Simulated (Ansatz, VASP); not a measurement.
**SiNi in VASP and in Ansatz**

```
CELL_PARAMETERS angstrom
4.50369 0.00000 0.00000
0.00000 4.50369 0.00000
0.00000 0.00000 4.50369
ATOMIC_POSITIONS crystal
Si 0.65317 0.15317 0.34683
Si 0.15317 0.34683 0.65317
Si 0.34683 0.65317 0.15317
Si 0.84683 0.84683 0.84683
Ni 0.35050 0.85050 0.64950
Ni 0.85050 0.64950 0.35050
Ni 0.64950 0.35050 0.85050
Ni 0.14950 0.14950 0.14950
```

Alike in both runs: task single point; functional LDA; k mesh 4 × 4 × 4; occupations gaussian, width 0.1 eV; no spin polarisation.

|  | VASP | Ansatz |
| --- | --- | --- |
| version | VASP 6.6.1 | Ansatz 0.2.0 |
| potentials or method | VASP PAW LDA potentials, release 64 (Si, Ni), cutoff 520 eV | scalar-relativistic, plane waves, PAW |
| valence electrons in the cell | 56 | 88 |

```tsv
	VASP	Ansatz	Ansatz less VASP
gap on the k mesh at the Fermi level (eV)	none	none	-
pressure (GPa)	-8.9	-9.2	-0.32
rms of the force components (eV/Å)	0.029	0.030	+0.0005
```

LDA's correlation is that of Perdew and Zunger in VASP and of Perdew and Wang (1992) in Ansatz. Atom by atom the forces differ by 0.002 eV/Å (rms over components). A gap of «none» marks a metal or a gap that the smearing closes. VASP's potentials hold 56 valence electrons a cell and Ansatz's 88, so a difference there can come from the potentials and not from the codes.
